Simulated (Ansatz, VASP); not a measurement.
**Two plane-wave programs on KBr**

```
K Br
1.0
     4.05516   -0.21343   -0.21343
    -0.21343    4.05516   -0.21343
    -0.21343   -0.21343    4.05516
K Br
1 1
Cartesian
  0.0000 0.0000 0.0000
  1.8142 1.8142 1.8142
```

Alike in both runs: task single point; functional PBEsol; k mesh 6 × 6 × 6; occupations gaussian, width 0.05 eV; no spin polarisation.

|  | VASP | Ansatz |
| --- | --- | --- |
| version | VASP 6.6.1 | Ansatz 0.2.0 |
| potentials or method | VASP PAW PBE potentials, release 64 (K_sv, Br), cutoff 520 eV | scalar-relativistic, plane waves, PAW |
| valence electrons in the cell | 16 | 16 |

```csv
,VASP,Ansatz,Ansatz less VASP
gap on the k mesh at the Fermi level (eV),3.76,3.76,+0.002
least direct gap on the mesh (eV),3.93,3.93,+0.002
pressure (GPa),-0.4,-0.5,-0.05
"traceless stress, the component that is largest in VASP (GPa)",0.96,0.94,-0.026
```

VASP's potentials were made for PBE, not for PBEsol.
